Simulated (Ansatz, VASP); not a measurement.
## RbRu2 in VASP and in Ansatz

Contents of INCAR:

```
PREC = Accurate
ENCUT = 520
EDIFF = 1E-6
ISMEAR = 0
SIGMA = 0.1
LREAL = False
LASPH = True
NELM = 80
ALGO = Fast
ISIF = 2
LWAVE = False
LCHARG = False
GGA = PE
NBANDS = 26
```

KPOINTS

```
Automatic mesh
0
Gamma
  6 6 2
```

Contents of POSCAR:

```
RbRu2
1.0
    3.5508794900      0.0000000000      0.0000000000
   -1.7754397400      3.0751518400      0.0000000000
    0.0000000000      0.0000000000      7.5345754800
Rb Ru
1 2
Direct
    0.0000000000      0.0000000000      0.0000000000
    0.3333333300      0.6666666700      0.3703985600
    0.6666666700      0.3333333300      0.6296014400
```

Input for Ansatz:

```yaml
crystal:
  lattice:
    - [3.55087949, 0.0, 0.0]
    - [-1.77543974, 3.07515184, 0.0]
    - [0.0, 0.0, 7.53457548]
  atoms:
    - { symbol: Rb, position: [0.0, 0.0, 0.0] }
    - { symbol: Ru, position: [0.33333333, 0.66666667, 0.37039856] }
    - { symbol: Ru, position: [0.66666667, 0.33333333, 0.62960144] }
basis:
  ecutwfc: 420
kpoints:
  mp_grid: { grid: [6, 6, 2] }
hamiltonian:
  xc: pbe
scf:
  occupations: { method: gaussian, width: 0.1 }
  lower_state_search: "off"
output:
  forces: true
  stress: true
  eigenvalues: true
```

Alike in both runs: task single point; functional PBE; k mesh 6 × 6 × 2; occupations gaussian, width 0.1 eV; no spin polarisation.

|  | VASP | Ansatz |
| --- | --- | --- |
| version | VASP 6.6.1 | Ansatz 0.2.0 |
| potentials or method | VASP PAW PBE potentials, release 64 (Rb_sv, Ru_pv), cutoff 520 eV | scalar-relativistic, plane waves, PAW |
| valence electrons in the cell | 37 | 41 |

|  | VASP | Ansatz | Ansatz less VASP |
| --- | --- | --- | --- |
| gap on the k mesh at the Fermi level (eV) | none | none | - |
| pressure (GPa) | -13.8 | -13.8 | -0.04 |
| traceless stress, the component that is largest in VASP (GPa) | 3.86 | 3.86 | 0.000 |
| rms of the force components (eV/Å) | 1.360 | 1.356 | -0.0037 |

Atom by atom the forces differ by 0.004 eV/Å (rms over components). A gap of «none» marks a metal or a gap that the smearing closes. The functional is the same, so the differences come from potentials, cutoffs and numerics. VASP's potentials hold 37 valence electrons a cell and Ansatz's 41, so a difference there can come from the potentials and not from the codes.

The k mesh is coarse, so the values compare programs but aren't converged.
